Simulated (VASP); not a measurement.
# Sc (Fd-3m) in VASP: a series of runs

The runs below take Sc through relaxation of cell and atoms, with PBE.

Program: VASP 6.6.1. These are calculated values, not measurements. Logs are shortened: lines on timing, memory, paths and dates and some standing lists are left out, and cuts for length are marked.

## Step 1: The cell of the first run

Symmetry: Fd-3m, No. 227, cubic system. The conventional cell has a = 5.601 Å, b = 5.601 Å, c = 5.601 Å, α = 90.00°, β = 90.00°, γ = 90.00°. Within 3.2 Å of Sc (site symmetry -43m) lie 4 Sc at 2.43 Å.

## Step 2: Relaxation of cell and atoms, PBE, target pressure 7.2 GPa, at which the enthalpy is minimised

Contents of INCAR:

```
PREC = Accurate ; ENCUT = 600
EDIFF = 1E-6 ; ISMEAR = -1
SIGMA = 0.05 ; LREAL = False
LASPH = True ; NELM = 100
ALGO = Normal ; ISIF = 3
LWAVE = False ; LCHARG = False
GGA = PE ; IBRION = 2
NSW = 32 ; EDIFFG = -0.005
PSTRESS = 72.0
```

Contents of KPOINTS:

```
Automatic mesh
0
Gamma
  11 11 11
```

Contents of POSCAR:

```
Sc
1.0
    0.0000000000      2.8004317925      2.8004317925
    2.8004317925      0.0000000000      2.8004317925
    2.8004317925      2.8004317925      0.0000000000
Sc
2
Direct
   -0.1250000000     -0.1250000000     -0.1250000000
    0.1250000000      0.1250000000      0.1250000000
```

Potentials or basis: VASP PAW PBE potentials, release 64 (Sc_sv).

Launch:

```bash
$ cat potpaw_PBE.64/Sc_sv/POTCAR > POTCAR
$ mpirun -np 1 vasp_std > vasp.out
```

OUTCAR:

```text
PREC = Accurate
   ENCUT = 600
   EDIFF = 1E-6
   ISMEAR = -1
   LREAL = False
   LASPH = True
   NELM = 100
   ISIF = 3
   GGA = PE
   IBRION = 2
   NSW = 32
   EDIFFG = -0.005
   PSTRESS = 72.0

 ion  position               nearest neighbor table
   1  0.875  0.875  0.875-   2 2.43   2 2.43   2 2.43   2 2.43
   2  0.125  0.125  0.125-   1 2.43   1 2.43   1 2.43   1 2.43

  LATTYP: Found a face centered cubic cell.
 ALAT       =     5.6008635850

  Lattice vectors:

 A1 = (   0.0000000000,   2.8004317925,   2.8004317925)
 A2 = (   2.8004317925,   0.0000000000,   2.8004317925)
 A3 = (   2.8004317925,   2.8004317925,   0.0000000000)

Analysis of symmetry for initial positions (statically):
=====================================================================
 Subroutine PRICEL returns:
 Original cell was already a primitive cell.

 Routine SETGRP: Setting up the symmetry group for a
 face centered cubic supercell.

 Subroutine GETGRP returns: Found 48 space group operations
 (whereof 12 operations were pure point group operations)
 out of a pool of 48 trial point group operations.

The static configuration has the point symmetry D_3d.
 The point group associated with its full space group is O_h .

Analysis of symmetry for dynamics (positions and initial velocities):
=====================================================================
 Subroutine PRICEL returns:
 Original cell was already a primitive cell.

 Routine SETGRP: Setting up the symmetry group for a
 face centered cubic supercell.

 Subroutine GETGRP returns: Found 48 space group operations
 (whereof 12 operations were pure point group operations)
 out of a pool of 48 trial point group operations.

The dynamic configuration has the point symmetry D_3d.
 The point group associated with its full space group is O_h .

 Subroutine INISYM returns: Found 48 space group operations
 (whereof 12 operations are pure point group operations),
 and found     1 'primitive' translations

----------------------------------------------------------------------------------------

                                     Primitive cell

  volume of cell :      43.9243

  direct lattice vectors                    reciprocal lattice vectors
     0.000000000  2.800431792  2.800431792    -0.178543895  0.178543895  0.178543895
     2.800431792  0.000000000  2.800431792     0.178543895 -0.178543895  0.178543895
     2.800431792  2.800431792  0.000000000     0.178543895  0.178543895 -0.178543895

  length of vectors
     3.960408621  3.960408621  3.960408621     0.309247098  0.309247098  0.309247098

  position of ions in fractional coordinates (direct lattice)
     0.875000000  0.875000000  0.875000000
     0.125000000  0.125000000  0.125000000

  ion indices of the primitive-cell ions
   primitive index   ion index
                 1           1
                 2           2

----------------------------------------------------------------------------------------

 KPOINTS: Automatic mesh

Automatic generation of k-mesh.
 Grid dimensions read from file:
 generate k-points for:   11   11   11

 Generating k-lattice:

  Cartesian coordinates                     Fractional coordinates (reciprocal lattice)
    -0.016231263  0.016231263  0.016231263     0.090909091  0.000000000  0.000000000
     0.016231263 -0.016231263  0.016231263     0.000000000  0.090909091  0.000000000
     0.016231263  0.016231263 -0.016231263     0.000000000  0.000000000  0.090909091

  Length of vectors
     0.028113373  0.028113373  0.028113373

  Shift w.r.t. Gamma in fractional coordinates (k-lattice)
     0.000000000  0.000000000  0.000000000

 Subroutine IBZKPT returns following result:
 ===========================================

 Found     56 irreducible k-points:

 Following reciprocal coordinates:
            Coordinates               Weight
  0.000000  0.000000  0.000000      1.000000
  0.090909  0.000000  0.000000      8.000000
  0.181818  0.000000  0.000000      8.000000
  0.272727  0.000000  0.000000      8.000000
  0.363636  0.000000  0.000000      8.000000
  0.454545  0.000000  0.000000      8.000000
[... 16 lines left out ...]
 -0.272727  0.181818  0.000000     24.000000
 -0.181818  0.181818  0.000000     12.000000
 [... further k-points ...]
   k-points           NKPTS =     56   k-points in BZ     NKDIM =     56   number of bands    NBANDS=     15
   number of dos      NEDOS =    301   number of ions     NIONS =      2
   total plane-waves  NPLWV =  32768
   dimension x,y,z NGX =    32 NGY =   32 NGZ =   32
   dimension x,y,z NGXF=    64 NGYF=   64 NGZF=   64
   ions per type =               2
   NGX,Y,Z   is equivalent  to a cutoff of  13.43, 13.43, 13.43 a.u.
   NGXF,Y,Z  is equivalent  to a cutoff of  26.87, 26.87, 26.87 a.u.
 SYSTEM =  unknown system
   PREC   = accura    normal or accurate (medium, high low for compatibility)
   ISTART =      0    job   : 0-new  1-cont  2-samecut
   ICHARG =      2    charge: 1-file 2-atom 10-const
   ISPIN  =      1    spin polarized calculation?
   LNONCOLLINEAR =      F non collinear calculations
   LSORBIT =      F    spin-orbit coupling
   LASPH  =      T    aspherical Exc in radial PAW
   ENCUT  =  600.0 eV  44.10 Ry    6.64 a.u.   7.91  7.91  7.91*2*pi/ulx,y,z
   NELM   =    100;   NELMIN=  2; NELMDL= -5     # of ELM steps
   EDIFF  = 0.1E-05   stopping-criterion for ELM
   LREAL  =      F    real-space projection
   EDIFFG = -.5E-02   stopping-criterion for IOM
   NSW    =     32    number of steps for IOM
   IBRION =      2    ionic relax: 0-MD 1-quasi-New 2-CG
   NFREE  =      1    steps in history (QN), initial steepest desc. (CG)
   ISIF   =      3    stress and relaxation
   ISYM   =      2    0-nonsym 1-usesym 2-fastsym
   POTIM  = 0.5000    time-step for ionic-motion
   TEBEG  =    0.0;   TEEND  =   0.0 temperature during run
   PSTRESS=   72.0 pullay stress
   NELECT =      22.0000    total number of electrons
   NUPDOWN=      -1.0000    fix difference up-down
   EMIN   =  10.00;   EMAX   =-10.00  energy-range for DOS
   EFERMI =   0.00;   METHOD = LEGACY
   ISMEAR =    -1;   SIGMA  =   0.05  broadening in eV -4-tet -1-fermi 0-gaus
   EFERMI_NEDOS =   21; number of points for ismear=-14 and -15
   IALGO  =     38    algorithm
   IMIX   =      4    mixing-type and parameters
     AMIX     =   0.40;   BMIX     =  1.00
     AMIX_MAG =   1.60;   BMIX_MAG =  1.00
  volume/ion in A,a.u.               =      21.96       148.21
  Fermi-wavevector in a.u.,A,eV,Ry     =   1.300112  2.456855 22.997804  1.690291
  Thomas-Fermi vector in A             =   2.431332
   LORBIT       =      0    0 simple, 1 ext, 2 COOP (PROOUT), +10 PAW based schemes
   GGA     = PE    functional components
   LHFCALC =     F    Hartree Fock is set to
   AEXX    =    0.0000 exact exchange contribution
   IVDW    =     0    specifies the selected vdW correction
   LEPSILON=     F    determine dielectric tensor
   LRPA    =     F    only Hartree local field effects (RPA)
 conjugate gradient relaxation of ions
 non-spin polarized calculation
  energy-cutoff  :      600.00
  volume of cell :       43.92
 maximum number of plane-waves:      1478
   NGX = 15   NGY = 15   NGZ = 15

--------------------------------------- Ionic step        1  -------------------------------------------

 number of electron      22.0000000 magnetization

 Free energy of the ion-electron system (eV)
  ---------------------------------------------------
  ext. energy  EPLUGINS =         0.00000000
  ---------------------------------------------------
  free energy    TOTEN  =        -8.04267077 eV

  energy without entropy =       -8.01576015  energy(sigma->0) =       -8.02921546

------------------------ aborting loop because EDIFF is reached ----------------------------------------

  FORCE on cell =-STRESS in cart. coord.  units (eV):
  Direction    XX          YY          ZZ          XY          YZ          ZX
  --------------------------------------------------------------------------------------
  -------------------------------------------------------------------------------------
  Total        2.0875277      2.0875277      2.0875277     -0.0000000     -0.0000000     -0.0000000
  in kB       76.1443759     76.1443759     76.1443759     -0.0000000     -0.0000000     -0.0000000
  external PRESSURE =       4.1443759 kB  Pullay stress =      72.0000000 kB

 VOLUME and BASIS-vectors are now :
 -----------------------------------------------------------------------------
  energy-cutoff  :      600.00
  volume of cell :       43.92
      direct lattice vectors                 reciprocal lattice vectors
     0.000000000  2.800431792  2.800431792    -0.178543895  0.178543895  0.178543895
     2.800431792  0.000000000  2.800431792     0.178543895 -0.178543895  0.178543895
     2.800431792  2.800431792  0.000000000     0.178543895  0.178543895 -0.178543895
[... 122 lines left out ...]
  FREE ENERGIE OF THE ION-ELECTRON SYSTEM (eV)
  ---------------------------------------------------
  free  energy   TOTEN  =        -8.0809385304 eV

  energy  without entropy=       -8.0539224881  energy(sigma->0) =       -8.06743051

  enthalpy is  TOTEN    =        -6.0696823115 eV   P V=        2.0112562189

--------------------------------------- Ionic step        5  -------------------------------------------

 number of electron      22.0000001 magnetization

 Free energy of the ion-electron system (eV)
  ---------------------------------------------------
  ext. energy  EPLUGINS =         0.00000000
  ---------------------------------------------------
  free energy    TOTEN  =        -8.07562519 eV

  energy without entropy =       -8.04861269  energy(sigma->0) =       -8.06211894

 E-fermi :   4.1638     XC(G=0): -10.0467

 val. band max:        4.1613257079   @ k =   0.2727   0.1818   0.0000
 cond. band min:       4.1772410257   @ k =  -0.3636   0.2727   0.0000
 fundamental gap:      0.0159153178
 Fermi energy:         4.1638407635

 k-point     1 :       0.0000    0.0000    0.0000
  band No.  band energies     occupation
      1     -45.5673      2.00000
      2     -44.6642      2.00000
      3     -24.4635      2.00000
      4     -24.4635      2.00000
      5     -24.4635      2.00000
      6     -23.3370      2.00000
      7     -23.3370      2.00000
      8     -23.3370      2.00000
      9      -0.5411      2.00000
     10       3.6553      1.99992
     11       3.6553      1.99992
     12       4.5507      0.00087
     13       4.5507      0.00087
     14       4.5507      0.00087
     15       6.5135      0.00000
[... 397 lines left out ...]
 k-point    24 :      -0.1818    0.1818    0.0000
  band No.  band energies     occupation
      1     -45.4391      2.00000
      2     -44.8007      2.00000
      3     -24.6587      2.00000
      4     -24.5523      2.00000
      5     -24.3969      2.00000
      6     -23.4056      2.00000
      7     -23.2406      2.00000
      8     -23.1419      2.00000
      9       0.8431      2.00000
     10       3.1652      2.00000
     11       3.5352      1.99999
     12       4.3749      0.02896
     13       4.8531      0.00000
     14       5.5002      0.00000
     15       5.5305      0.00000

 [... further k-points ...]
[... 5 lines left out ...]
  --------------------------------------------------------------------------------------
  -------------------------------------------------------------------------------------
  Total        2.0070466      2.0070466      2.0070466      0.0000000      0.0000000     -0.0000000
  in kB       72.0404244     72.0404244     72.0404244      0.0000000      0.0000000     -0.0000000
  external PRESSURE =       0.0404244 kB  Pullay stress =      72.0000000 kB

 VOLUME and BASIS-vectors are now :
 -----------------------------------------------------------------------------
  energy-cutoff  :      600.00
  volume of cell :       44.64
      direct lattice vectors                 reciprocal lattice vectors
    -0.000000000  2.815489601  2.815489601    -0.177589006  0.177589006  0.177589006
     2.815489601  0.000000000  2.815489601     0.177589006 -0.177589006  0.177589006
     2.815489601  2.815489601  0.000000000     0.177589006  0.177589006 -0.177589006

 POSITION                                       TOTAL-FORCE (eV/Angst)
 -----------------------------------------------------------------------------------
      4.92711      4.92711      4.92711         0.000000      0.000000      0.000000
      0.70387      0.70387      0.70387        -0.000000     -0.000000     -0.000000
 -----------------------------------------------------------------------------------
    total drift:                                0.000000      0.000000     -0.000000

  FREE ENERGIE OF THE ION-ELECTRON SYSTEM (eV)
  ---------------------------------------------------
  free  energy   TOTEN  =        -8.0756251919 eV

  energy  without entropy=       -8.0486126922  energy(sigma->0) =       -8.06211894

  enthalpy is  TOTEN    =        -6.0697048045 eV   P V=        2.0059203874

 reached required accuracy - stopping structural energy minimisation
```

It took 2.3 min on 1 thread of Oxide Virtual Turin-like, shared host; peak memory 0.17 GiB.

What came out:

```
Free energy                                            : -8.0756 eV
Relaxed volume                                         : 22.32 Å³/atom
Relaxed cell                                           : a = 3.982 Å, b = 3.982 Å, c = 3.982 Å, α = 60.00°, β = 60.00°, γ = 60.00°
Space group after relaxing (to 0.05 Å)                 : Fd-3m (No. 227)
Energy change on relaxing (the enthalpy is what falls) : -16.5 meV/atom
Ionic steps                                            : 5
Pressure after relaxing                                : 7.2 GPa
Band gap on the k mesh                                 : zero (band 11 reaches 4.70 eV, above the bottom of band 12 at 3.61 eV)
```

Step by step:
```tsv
step	energy change (eV)	largest force (eV/Å)	pressure (GPa)	volume (Å³)
1	0.0000	0.0000	7.61	43.92
2	-0.0170	0.0000	7.38	44.29
3	-0.0242	0.0000	7.37	44.44
4	-0.0383	0.0000	7.10	44.76
5	-0.0330	0.0000	7.20	44.64
```

Final structure:
```yaml
crystal:
  lattice:
    - [0.00000, 2.81549, 2.81549]
    - [2.81549, 0.00000, 2.81549]
    - [2.81549, 2.81549, 0.00000]
  atoms:
    - { symbol: Sc, position: [0.87500, 0.87500, 0.87500] }
    - { symbol: Sc, position: [0.12500, 0.12500, 0.12500] }
```

Levels at points of the mesh, in eV from the Fermi level:
```csv
k point,band 9,band 10,band 11,band 12,band 13,band 14
"(0.00, 0.00, 0.00)",-4.70,-0.51,-0.51,0.39,0.39,0.39
```

Caveat: the cell is relaxed towards a set pressure, so the enthalpy falls and the energy may rise.

## Step 3: Relaxation of cell and atoms, PBE, target pressure 7.2 GPa, at which the enthalpy is minimised

This run uses another cell than the first one, of 26.20 Å³/atom, 1.193 times its volume.

Contents of INCAR:

```
SYSTEM = Sc
  PREC = Accurate
  ENCUT = 600
  EDIFF = 1E-6
  ISMEAR = -1
  SIGMA = 0.05
  LREAL = .False.
  LASPH = .True.
  NELM = 100
  ALGO = Normal
  ISIF = 3
  LWAVE = .False.
  LCHARG = .False.
  GGA = PE
  IBRION = 2
  NSW = 60
  EDIFFG = -0.005
  PSTRESS = 72.0
```

Contents of KPOINTS:

```
regular mesh
0
Gamma
  11 11 11
  0 0 0
```

Contents of POSCAR:

```
Sc
1.0
    0.0000000000      2.9699584616      2.9699584616
    2.9699584616      0.0000000000      2.9699584616
    2.9699584616      2.9699584616      0.0000000000
Sc
2
Direct
   -0.1250000000     -0.1250000000     -0.1250000000
    0.1250000000      0.1250000000      0.1250000000
```

Potentials or basis: VASP PAW PBE potentials, release 64 (Sc_sv).

Launch:

```bash
$ cat potpaw_PBE.64/Sc_sv/POTCAR > POTCAR
$ mpirun -np 1 vasp_std > vasp.out
```

It took 3.5 min on 1 thread of Oxide Virtual Turin-like, shared host; peak memory 0.21 GiB.

Results (log left out):

```
Free energy                                            : -8.0766 eV
Relaxed volume                                         : 22.32 Å³/atom
Relaxed cell                                           : a = 3.982 Å, b = 3.982 Å, c = 3.982 Å, α = 60.00°, β = 60.00°, γ = 60.00°
Space group after relaxing (to 0.05 Å)                 : Fd-3m (No. 227)
Energy change on relaxing (the enthalpy is what falls) : +132.1 meV/atom
Ionic steps                                            : 4
Pressure after relaxing                                : 7.2 GPa
Band gap on the k mesh                                 : zero (band 11 reaches 4.70 eV, above the bottom of band 12 at 3.61 eV)
```

Step by step:
```csv
step,energy change (eV),largest force (eV/Å),pressure (GPa),volume (Å³)
1,0.0000,0.0000,4.25,52.39
2,0.1044,0.0000,5.18,48.83
3,0.2574,0.0000,7.12,44.80
4,0.2642,0.0000,7.21,44.64
```

Final structure:
```yaml
crystal:
  lattice:
    - [0.00000, 2.81564, 2.81564]
    - [2.81564, 0.00000, 2.81564]
    - [2.81564, 2.81564, 0.00000]
  atoms:
    - { symbol: Sc, position: [0.87500, 0.87500, 0.87500] }
    - { symbol: Sc, position: [0.12500, 0.12500, 0.12500] }
```

Levels at points of the mesh, in eV from the Fermi level:
| k point | band 8 | band 9 | band 10 | band 11 | band 12 | band 13 | band 14 | band 15 |
| --- | --- | --- | --- | --- | --- | --- | --- | --- |
| (0.00, 0.00, 0.00) | -27.50 | -4.70 | -0.51 | -0.51 | 0.39 | 0.39 | 0.39 | 2.35 |

Caveat: the cell is relaxed towards a set pressure, so the enthalpy falls and the energy may rise.
